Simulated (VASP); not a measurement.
Mn: single point with PBE

Crystal: Mn.

```
CELL_PARAMETERS angstrom
2.46480 0.00000 0.00000
0.00000 2.46480 0.00000
0.00000 0.00000 3.31381
ATOMIC_POSITIONS crystal
Mn 0.00000 0.00000 0.00000
Mn 0.50000 0.50000 0.50000
```

```
Program                : VASP 6.6.1
Task                   : single point
Functional             : PBE
Potentials or basis    : VASP PAW PBE potentials, release 64 (Mn_pv)
Cutoff                 : 520 eV
k mesh                 : 14 × 14 × 10
Occupations            : fermi-dirac, width 0.05 eV
Spin                   : collinear spin, antiferromagnetic start
Starting moments       : [1.799, -1.799] μB
Dipole correction      : no
Further INCAR settings : ALGO = Normal; EDIFF = 1e-06; NBANDS = 24
```

```yaml
Pressure: 25.2 GPa
Band_gap_on_the_k_mesh: zero (filled and empty bands overlap)
Net_moment: 0.00 μB per cell
Site_moments: Mn +0.85, -0.85 μB
Valence_electrons_inside_the_program's_atomic_spheres: Mn 12.12
```

Stress tensor (GPa, compression positive):
```
23.71  0.00  0.00
 0.00 23.71  0.00
 0.00  0.00 28.32
```

Levels at points of the mesh, in eV from the Fermi level:
Spin up:
```csv
k point,band 10,band 11,band 12,band 13,band 14,band 15,band 16,band 17
"(0.00, 0.00, 0.00)",-1.41,-1.41,-0.87,0.21,0.89,2.09,2.32,2.32
"(0.50, 0.00, 0.00)",-2.43,-1.86,-1.77,-0.79,0.07,0.23,0.88,3.44
"(0.50, 0.50, 0.00)",-4.23,1.69,1.79,2.09,2.39,2.43,2.43,3.38
"(0.00, 0.00, 0.50)",-2.54,-0.53,-0.31,-0.31,0.23,0.45,0.45,0.56
"(0.50, 0.00, 0.50)",-1.54,-1.37,-0.81,0.57,0.63,1.60,2.06,2.10
"(0.50, 0.50, 0.50)",-2.67,-2.13,-2.13,0.03,0.94,1.80,2.40,10.53
```
Spin down:
| k point | band 11 | band 12 | band 13 | band 14 | band 15 | band 16 |
| --- | --- | --- | --- | --- | --- | --- |
| (0.00, 0.00, 0.00) | -1.41 | -0.87 | 0.21 | 0.89 | 2.09 | 2.32 |
| (0.50, 0.00, 0.00) | -1.86 | -1.77 | -0.79 | 0.07 | 0.23 | 0.88 |
| (0.50, 0.50, 0.00) | 1.69 | 1.79 | 2.09 | 2.39 | 2.43 | 2.43 |
| (0.00, 0.00, 0.50) | -0.53 | -0.31 | -0.31 | 0.23 | 0.45 | 0.45 |
| (0.50, 0.00, 0.50) | -1.37 | -0.81 | 0.57 | 0.63 | 1.60 | 2.06 |
| (0.50, 0.50, 0.50) | -2.13 | -2.13 | 0.03 | 0.94 | 1.80 | 2.40 |

Wall time 99 s on 1 thread of AMD EPYC 9R45 96-Core Processor (Zen 5) (shared host), peak memory 0.21 GiB.

Caveat: the cell stands under pressure.
